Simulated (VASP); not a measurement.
# AgCl in VASP: notebook

The runs below take AgCl through single point, with r2SCAN, PBE.

Everything below comes from runs of VASP 6.6.1. Logs are shortened: lines on timing, memory, paths and dates and some standing lists are left out, and cuts for length are marked.

### 1 The cell of the first run

It takes space group Fm-3m (No. 225, cubic). Conventional cell: a = 5.879 Å, b = 5.879 Å, c = 5.879 Å, α = 90.00°, β = 90.00°, γ = 90.00°. Ag (site symmetry m-3m) has 6 Cl at 2.94 Å within 3.9 Å. Within 3.9 Å of Cl (site symmetry m-3m) lie 6 Ag at 2.94 Å.

### 2 Single point, r2SCAN (strain +6.0%)

POSCAR

```
AgCl
1.0
    0.0000000000      2.9392975230      2.9392975230
    2.9392975230      0.0000000000      2.9392975230
    2.9392975230      2.9392975230      0.0000000000
Ag Cl
1 1
Direct
    0.0000000000      0.0000000000      0.0000000000
    0.5000000000      0.5000000000      0.5000000000
```

INCAR.step1

```
SYSTEM = AgCl
PREC = Accurate
ENCUT = 520
ISMEAR = 0
SIGMA = 0.01
LREAL = .False.
LASPH = .True.
NELM = 80
NBANDS = 16
GGA = PE
ALGO = Normal
EDIFF = 1E-4
LWAVE = .True.
LCHARG = .False.
```

INCAR.step2

```
SYSTEM = AgCl
PREC = Accurate
ENCUT = 520
EDIFF = 1E-6
ISMEAR = 0
SIGMA = 0.01
LREAL = .False.
LASPH = .True.
NELM = 80
ALGO = Normal
ISIF = 2
LWAVE = .False.
LCHARG = .False.
METAGGA = R2SCAN
LMIXTAU = .True.
NBANDS = 16
ISTART = 1
```

KPOINTS

```
regular mesh
0
Gamma
  8 8 8
  0 0 0
```

Potentials or basis: VASP PAW PBE potentials, release 64 (Ag, Cl).

Started as:

```
cat potpaw_PBE.64/Ag/POTCAR potpaw_PBE.64/Cl/POTCAR > POTCAR
cp INCAR.step1 INCAR
mpirun -np 1 vasp_std > vasp.out
cp INCAR.step2 INCAR
mpirun -np 1 vasp_std > vasp.out
```

OUTCAR:

```text
SYSTEM = AgCl
   PREC = Accurate
   ENCUT = 520
   EDIFF = 1E-6
   ISMEAR = 0
   LREAL = .False.
   LASPH = .True.
   NELM = 80
   ISIF = 2
   METAGGA = R2SCAN
   ISTART = 1

 ion  position               nearest neighbor table
   1  0.000  0.000  0.000-   2 2.94   2 2.94   2 2.94   2 2.94   2 2.94   2 2.94
   2  0.500  0.500  0.500-   1 2.94   1 2.94   1 2.94   1 2.94   1 2.94   1 2.94

  LATTYP: Found a face centered cubic cell.
 ALAT       =     5.8785950460

  Lattice vectors:

 A1 = (   0.0000000000,   2.9392975230,   2.9392975230)
 A2 = (   2.9392975230,   0.0000000000,   2.9392975230)
 A3 = (   2.9392975230,   2.9392975230,   0.0000000000)

Analysis of symmetry for initial positions (statically):
=====================================================================
 Subroutine PRICEL returns:
 Original cell was already a primitive cell.

 Routine SETGRP: Setting up the symmetry group for a
 face centered cubic supercell.

 Subroutine GETGRP returns: Found 48 space group operations
 (whereof 48 operations were pure point group operations)
 out of a pool of 48 trial point group operations.

The static configuration has the point symmetry O_h .

Analysis of symmetry for dynamics (positions and initial velocities):
=====================================================================
 Subroutine PRICEL returns:
 Original cell was already a primitive cell.

 Routine SETGRP: Setting up the symmetry group for a
 face centered cubic supercell.

 Subroutine GETGRP returns: Found 48 space group operations
 (whereof 48 operations were pure point group operations)
 out of a pool of 48 trial point group operations.

The dynamic configuration has the point symmetry O_h .

 Subroutine INISYM returns: Found 48 space group operations
 (whereof 48 operations are pure point group operations),
 and found     1 'primitive' translations

----------------------------------------------------------------------------------------

                                     Primitive cell

  volume of cell :      50.7879

  direct lattice vectors                    reciprocal lattice vectors
     0.000000000  2.939297523  2.939297523    -0.170108673  0.170108673  0.170108673
     2.939297523  0.000000000  2.939297523     0.170108673 -0.170108673  0.170108673
     2.939297523  2.939297523  0.000000000     0.170108673  0.170108673 -0.170108673

  length of vectors
     4.156794421  4.156794421  4.156794421     0.294636864  0.294636864  0.294636864

  position of ions in fractional coordinates (direct lattice)
     0.000000000  0.000000000  0.000000000
     0.500000000  0.500000000  0.500000000

  ion indices of the primitive-cell ions
   primitive index   ion index
                 1           1
                 2           2

----------------------------------------------------------------------------------------

 KPOINTS: regular mesh

Automatic generation of k-mesh.
 Grid dimensions read from file:
 generate k-points for:    8    8    8

 Generating k-lattice:

  Cartesian coordinates                     Fractional coordinates (reciprocal lattice)
    -0.021263584  0.021263584  0.021263584     0.125000000  0.000000000  0.000000000
     0.021263584 -0.021263584  0.021263584     0.000000000  0.125000000  0.000000000
     0.021263584  0.021263584 -0.021263584     0.000000000  0.000000000  0.125000000

  Length of vectors
     0.036829608  0.036829608  0.036829608

  Shift w.r.t. Gamma in fractional coordinates (k-lattice)
     0.000000000  0.000000000  0.000000000

 Subroutine IBZKPT returns following result:
 ===========================================

 Found     29 irreducible k-points:

 Following reciprocal coordinates:
            Coordinates               Weight
  0.000000  0.000000  0.000000      1.000000
  0.125000  0.000000  0.000000      8.000000
  0.250000  0.000000  0.000000      8.000000
  0.375000  0.000000  0.000000      8.000000
  0.500000  0.000000  0.000000      4.000000
  0.125000  0.125000  0.000000      6.000000
[... 16 lines left out ...]
  0.500000  0.250000  0.125000     48.000000
 -0.375000  0.250000  0.125000     24.000000
 [... further k-points ...]
   k-points           NKPTS =     29   k-points in BZ     NKDIM =     29   number of bands    NBANDS=     16
   number of dos      NEDOS =    301   number of ions     NIONS =      2
   total plane-waves  NPLWV =  32768
   dimension x,y,z NGX =    32 NGY =   32 NGZ =   32
   dimension x,y,z NGXF=    64 NGYF=   64 NGZF=   64
   ions per type =               1   1
   NGX,Y,Z   is equivalent  to a cutoff of  12.80, 12.80, 12.80 a.u.
   NGXF,Y,Z  is equivalent  to a cutoff of  25.60, 25.60, 25.60 a.u.
 SYSTEM =  AgCl
   PREC   = accura    normal or accurate (medium, high low for compatibility)
   ISTART =      1    job   : 0-new  1-cont  2-samecut
   ICHARG =      0    charge: 1-file 2-atom 10-const
   ISPIN  =      1    spin polarized calculation?
   LNONCOLLINEAR =      F non collinear calculations
   LSORBIT =      F    spin-orbit coupling
   LASPH  =      T    aspherical Exc in radial PAW
   ENCUT  =  520.0 eV  38.22 Ry    6.18 a.u.   7.73  7.73  7.73*2*pi/ulx,y,z
   NELM   =     80;   NELMIN=  2; NELMDL=  0     # of ELM steps
   EDIFF  = 0.1E-05   stopping-criterion for ELM
   LREAL  =      F    real-space projection
   EDIFFG = 0.1E-04   stopping-criterion for IOM
   NSW    =      0    number of steps for IOM
   IBRION =     -1    ionic relax: 0-MD 1-quasi-New 2-CG
   NFREE  =      0    steps in history (QN), initial steepest desc. (CG)
   ISIF   =      2    stress and relaxation
   ISYM   =      2    0-nonsym 1-usesym 2-fastsym
   POTIM  = 0.5000    time-step for ionic-motion
   TEBEG  =    0.0;   TEEND  =   0.0 temperature during run
   PSTRESS=    0.0 pullay stress
   NELECT =      18.0000    total number of electrons
   NUPDOWN=      -1.0000    fix difference up-down
   EMIN   =  10.00;   EMAX   =-10.00  energy-range for DOS
   EFERMI =   0.00;   METHOD = LEGACY
   ISMEAR =     0;   SIGMA  =   0.01  broadening in eV -4-tet -1-fermi 0-gaus
   EFERMI_NEDOS =   21; number of points for ismear=-14 and -15
   IALGO  =     38    algorithm
   IMIX   =      4    mixing-type and parameters
     AMIX     =   0.40;   BMIX     =  1.00
     AMIX_MAG =   1.60;   BMIX_MAG =  1.00
  volume/ion in A,a.u.               =      25.39       171.37
  Fermi-wavevector in a.u.,A,eV,Ry     =   1.158543  2.189329 18.262034  1.342222
  Thomas-Fermi vector in A             =   2.295144
   LORBIT       =      0    0 simple, 1 ext, 2 COOP (PROOUT), +10 PAW based schemes
   METAGGA = R2SCAN    functional components
   LHFCALC =     F    Hartree Fock is set to
   AEXX    =    0.0000 exact exchange contribution
   IVDW    =     0    specifies the selected vdW correction
   LEPSILON=     F    determine dielectric tensor
   LRPA    =     F    only Hartree local field effects (RPA)
 non-spin polarized calculation
 Gauss-broadening in eV      SIGMA  =   0.01
  energy-cutoff  :      520.00
  volume of cell :       50.79
 maximum number of plane-waves:      1384
   NGX = 15   NGY = 15   NGZ = 15

 number of electron      18.0000005 magnetization

 Free energy of the ion-electron system (eV)
  ---------------------------------------------------
  ext. energy  EPLUGINS =         0.00000000
  ---------------------------------------------------
  free energy    TOTEN  =       -28.47160219 eV

  energy without entropy =      -28.47160219  energy(sigma->0) =      -28.47160219

 E-fermi :   1.6145     XC(G=0):  -9.5735

 val. band max:        1.4969625615   @ k =   0.5000   0.0000   0.0000
 cond. band min:       2.9857281329   @ k =   0.0000   0.0000   0.0000
 fundamental gap:      1.4887655715
 Fermi energy:         1.6144879829

 k-point     1 :       0.0000    0.0000    0.0000
  band No.  band energies     occupation
      1     -13.2296      2.00000
      2      -0.3540      2.00000
      3      -0.3540      2.00000
      4      -0.3540      2.00000
      5      -0.3081      2.00000
      6      -0.3081      2.00000
[... 8 lines left out ...]
     15      14.6690      0.00000
     16      14.6690      0.00000

 k-point     2 :       0.1250    0.0000    0.0000
  band No.  band energies     occupation
      1     -13.1937      2.00000
      2      -0.8635      2.00000
      3      -0.8499      2.00000
      4      -0.8498      2.00000
      5      -0.3182      2.00000
      6      -0.3182      2.00000
[... 8 lines left out ...]
     15      13.8575      0.00000
     16      14.2822      0.00000

 k-point     3 :       0.2500    0.0000    0.0000
  band No.  band energies     occupation
      1     -13.1049      2.00000
      2      -1.6548      2.00000
      3      -1.3093      2.00000
      4      -1.3093      2.00000
      5      -0.2399      2.00000
      6      -0.2399      2.00000
[... 8 lines left out ...]
     15      14.2617      0.00000
     16      14.2617      0.00000

 k-point     4 :       0.3750    0.0000    0.0000
  band No.  band energies     occupation
      1     -13.0128      2.00000
      2      -2.2561      2.00000
      3      -1.6047      2.00000
      4      -1.6047      2.00000
      5      -0.1596      2.00000
      6      -0.1596      2.00000
[... 8 lines left out ...]
     15      15.2173      0.00000
     16      15.2173      0.00000

 k-point     5 :       0.5000    0.0000    0.0000
  band No.  band energies     occupation
      1     -12.9737      2.00000
      2      -2.4755      2.00000
      3      -1.7064      2.00000
      4      -1.7064      2.00000
      5      -0.1258      2.00000
      6      -0.1258      2.00000
[... 8 lines left out ...]
     15      15.9116      0.00000
     16      15.9116      0.00000

 k-point     6 :       0.1250    0.1250    0.0000
  band No.  band energies     occupation
      1     -13.1830      2.00000
      2      -1.2711      2.00000
      3      -0.6134      2.00000
      4      -0.6134      2.00000
      5      -0.3830      2.00000
      6      -0.2908      2.00000
[... 8 lines left out ...]
     15      15.7649      0.00000
     16      15.7847      0.00000

 k-point     7 :       0.2500    0.1250    0.0000
  band No.  band energies     occupation
      1     -13.1148      2.00000
      2      -1.7083      2.00000
      3      -1.0398      2.00000
      4      -0.9976      2.00000
      5      -0.3392      2.00000
      6      -0.2201      2.00000
[... 8 lines left out ...]
     15      15.3126      0.00000
     16      15.5074      0.00000

 k-point     8 :       0.3750    0.1250    0.0000
  band No.  band energies     occupation
      1     -13.0266      2.00000
      2      -2.0894      2.00000
      3      -1.5142      2.00000
      4      -1.3952      2.00000
      5      -0.2473      2.00000
      6      -0.1418      2.00000
[... 8 lines left out ...]
     15      15.5222      0.00000
     16      15.8285      0.00000

 k-point     9 :       0.5000    0.1250    0.0000
  band No.  band energies     occupation
      1     -12.9707      2.00000
      2      -2.3334      2.00000
      3      -1.6863      2.00000
      4      -1.6320      2.00000
      5      -0.1620      2.00000
      6      -0.1162      2.00000
[... 8 lines left out ...]
     15      16.0404      0.00000
     16      16.2078      0.00000
[... 172 lines left out ...]
 k-point    19 :       0.5000    0.3750    0.0000
  band No.  band energies     occupation
      1     -12.9556      2.00000
      2      -1.7917      2.00000
      3      -1.1589      2.00000
      4      -1.0687      2.00000
      5      -0.4011      2.00000
      6      -0.0713      2.00000
[... 8 lines left out ...]
     15      16.9205      0.00000
     16      17.2986      0.00000

 k-point    20 :      -0.3750    0.3750    0.0000
  band No.  band energies     occupation
      1     -12.9419      2.00000
      2      -1.6767      2.00000
      3      -1.6265      2.00000
      4      -1.4006      2.00000
      5      -0.2687      2.00000
      6      -0.0870      2.00000
[... 8 lines left out ...]
     15      15.8536      0.00000
     16      17.6078      0.00000

 k-point    21 :       0.5000    0.5000    0.0000
  band No.  band energies     occupation
      1     -12.9523      2.00000
      2      -1.7384      2.00000
      3      -0.7834      2.00000
      4      -0.7834      2.00000
      5      -0.5517      2.00000
      6      -0.1889      2.00000
[... 8 lines left out ...]
     15      17.2298      0.00000
     16      17.2298      0.00000

 k-point    22 :       0.3750    0.2500    0.1250
  band No.  band energies     occupation
      1     -13.0496      2.00000
      2      -1.9729      2.00000
      3      -1.3717      2.00000
      4      -1.0330      2.00000
      5      -0.2930      2.00000
      6      -0.1577      2.00000
[... 8 lines left out ...]
     15      16.0557      0.00000
     16      16.7892      0.00000

 k-point    23 :       0.5000    0.2500    0.1250
  band No.  band energies     occupation
      1     -12.9829      2.00000
      2      -2.1115      2.00000
      3      -1.6081      2.00000
      4      -1.3594      2.00000
      5      -0.2178      2.00000
      6      -0.1180      2.00000
[... 8 lines left out ...]
     15      16.2772      0.00000
     16      16.6790      0.00000

 k-point    24 :      -0.3750    0.2500    0.1250
  band No.  band energies     occupation
      1     -12.9548      2.00000
      2      -2.1435      2.00000
      3      -1.6170      2.00000
      4      -1.6085      2.00000
      5      -0.1665      2.00000
      6      -0.1217      2.00000
[... 8 lines left out ...]
     15      15.2304      0.00000
     16      16.7318      0.00000

 [... further k-points ...]
[... 5 lines left out ...]
  --------------------------------------------------------------------------------------
  -------------------------------------------------------------------------------------
  Total       -1.8080387     -1.8080387     -1.8080387     -0.0000000      0.0000000     -0.0000000
  in kB      -57.0371287    -57.0371287    -57.0371287     -0.0000000      0.0000000     -0.0000000
  external PRESSURE =     -57.0371287 kB  Pullay stress =       0.0000000 kB

 VOLUME and BASIS-vectors are now :
 -----------------------------------------------------------------------------
  energy-cutoff  :      520.00
  volume of cell :       50.79
      direct lattice vectors                 reciprocal lattice vectors
     0.000000000  2.939297523  2.939297523    -0.170108673  0.170108673  0.170108673
     2.939297523  0.000000000  2.939297523     0.170108673 -0.170108673  0.170108673
     2.939297523  2.939297523  0.000000000     0.170108673  0.170108673 -0.170108673

 POSITION                                       TOTAL-FORCE (eV/Angst)
 -----------------------------------------------------------------------------------
      0.00000      0.00000      0.00000        -0.000000      0.000000     -0.000000
      2.93930      2.93930      2.93930         0.000000     -0.000000      0.000000
 -----------------------------------------------------------------------------------
    total drift:                                0.000000     -0.000000     -0.000000

  FREE ENERGIE OF THE ION-ELECTRON SYSTEM (eV)
  ---------------------------------------------------
  free  energy   TOTEN  =       -28.4716021924 eV

  energy  without entropy=      -28.4716021924  energy(sigma->0) =      -28.47160219
```

Run time: 62 s. Hardware: 1 thread of Intel Xeon 6975P-C, shared host; peak memory 0.19 GiB.

What came out:

| Quantity | Value |
| --- | --- |
| Free energy | -28.4716 eV |
| Pressure | -5.7 GPa |
| Band gap on the k mesh | 1.49 eV, indirect (least direct gap 3.22 eV) |

Caveat: the cell differs from its parent crystal (strain +6.0%); the PAW data sets were made with another functional, which shifts forces and pressure a little. A k mesh can miss the band edges.

### 3 Single point, PBE (biaxial xy strain -0.5%)

INCAR

```
SYSTEM = AgCl
  PREC = Accurate
  ENCUT = 520
  EDIFF = 1E-6
  ISMEAR = -1
  SIGMA = 0.02
  LREAL = .FALSE.
  LASPH = .TRUE.
  NELM = 80
  ALGO = Normal
  ISIF = 2
  LWAVE = .FALSE.
  LCHARG = .TRUE.
  GGA = PE
  LELF = .TRUE.
  LVHAR = .TRUE.
  NBANDS = 16
```

KPOINTS

```
regular mesh
0
G
  8 8 8
  0 0 0
```

POSCAR

```
AgCl
1.0
    0.0000000000      2.7598725303      2.7731838126
    2.7598725303      0.0000000000      2.7731838126
    2.7598725303      2.7598725303      0.0000000000
Ag Cl
1 1
Direct
    0.0000000000      0.0000000000      0.0000000000
    0.5000000000      0.5000000000      0.5000000000
```

Potentials or basis: VASP PAW PBE potentials, release 64 (Ag, Cl).

Started as:

```
cat potpaw_PBE.64/Ag/POTCAR potpaw_PBE.64/Cl/POTCAR > POTCAR
mpirun -np 1 vasp_std > vasp.out
```

It took 45 s on 1 thread of Intel Xeon 6975P-C, shared host; peak memory 0.19 GiB.

Results (log left out):

```yaml
Free_energy: -5.3898 eV
Pressure: 2.0 GPa
Band_gap_on_the_k_mesh: 0.89 eV, indirect (least direct gap 3.21 eV)
```

Stress tensor (GPa, compression positive):
```
2.01 0.00 0.00
0.00 2.01 0.00
0.00 0.00 1.87
```

Levels at points of the mesh, in eV from the valence-band top:
```
           k point  band 7  band 8  band 9  band 10  band 11  band 12
(0.00, 0.00, 0.00)   -2.38   -2.38   -2.37     0.89    10.83    10.84
(0.50, 0.00, 0.00)   -1.80   -0.03    0.00     4.20     6.57     7.62
(0.50, 0.50, 0.00)   -2.00   -2.00   -1.91     2.36     8.02     8.62
(0.50, 0.00, 0.50)   -2.00   -1.99   -1.90     2.35     7.99     8.66
```

Caveat: the cell differs from its parent crystal (biaxial xy strain -0.5%).

(Continued in part 2 of 2.)
